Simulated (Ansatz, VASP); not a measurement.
# SiC: VASP beside Ansatz

Contents of POSCAR:

```
SiC
1.0
    1.5718226719      0.9074922427      5.4255916036
   -1.5718226719      0.9074922427      5.4255916036
    0.0000000000     -1.8149844855      5.4255916036
C Si
2 2
Direct
    0.4491910690      0.4491910690      0.4491910690
    0.5508089310      0.5508089310      0.5508089310
    0.9254740593      0.9254740593      0.9254740593
    0.0745259407      0.0745259407      0.0745259407
```

File INCAR.step1:

```
SYSTEM = SiC
ALGO = Normal
EDIFF = 1E-4
ENCUT = 520
GGA = PE
ISMEAR = 0
LASPH = .TRUE.
LCHARG = .FALSE.
LREAL = .FALSE.
LWAVE = .TRUE.
NBANDS = 16
NELM = 60
PREC = Accurate
SIGMA = 0.01
```

INCAR.step2

```
SYSTEM = SiC
ALGO = Normal
EDIFF = 1E-6
ENCUT = 520
ISIF = 2
ISMEAR = 0
ISTART = 1
LASPH = .TRUE.
LCHARG = .TRUE.
LELF = .TRUE.
LMIXTAU = .TRUE.
LREAL = .FALSE.
LVHAR = .TRUE.
LWAVE = .FALSE.
METAGGA = R2SCAN
NBANDS = 16
NELM = 60
PREC = Accurate
SIGMA = 0.01
```

Contents of KPOINTS:

```
k-points
0
G
  8 8 8
  0 0 0
```

Input for Ansatz:

```yaml
crystal:
  lattice:
    - [1.5718226719, 0.9074922427, 5.4255916036]
    - [-1.5718226719, 0.9074922427, 5.4255916036]
    - [0.0, -1.8149844855, 5.4255916036]
  atoms:
    - { symbol: C, position: [0.449191069, 0.449191069, 0.449191069] }
    - { symbol: Si, position: [0.9254740593, 0.9254740593, 0.9254740593] }
    - { symbol: Si, position: [0.0745259407, 0.0745259407, 0.0745259407] }
    - { symbol: C, position: [0.550808931, 0.550808931, 0.550808931] }
kpoints:
  mp_grid: { grid: [8, 8, 8] }
hamiltonian:
  xc: r2scan
scf:
  occupations: { method: fixed }
  n_extra_bands: 5
output:
  forces: true
  stress: true
  eigenvalues: true
```

Alike in both runs: task single point; functional r2SCAN; k mesh 8 × 8 × 8; no spin polarisation.

|  | VASP | Ansatz |
| --- | --- | --- |
| version | VASP 6.6.1 | Ansatz 0.2.0 |
| potentials or method | VASP PAW PBE potentials, release 64 (C, Si) | plane waves, PAW |
| plane-wave cutoff (eV) | 520 | 500 |
| occupations | gaussian, width 0.01 eV | fixed |
| valence electrons in the cell | 16 | 16 |

|  | VASP | Ansatz | Ansatz less VASP |
| --- | --- | --- | --- |
| gap on the k mesh at the Fermi level (eV) | 0.78 | 0.77 | -0.010 |
| pressure (GPa) | -10.9 | -10.8 | +0.13 |
| rms of the force components (eV/Å) | 0.098 | 0.103 | +0.0045 |

VASP's potentials were made for PBE, not for r2SCAN.
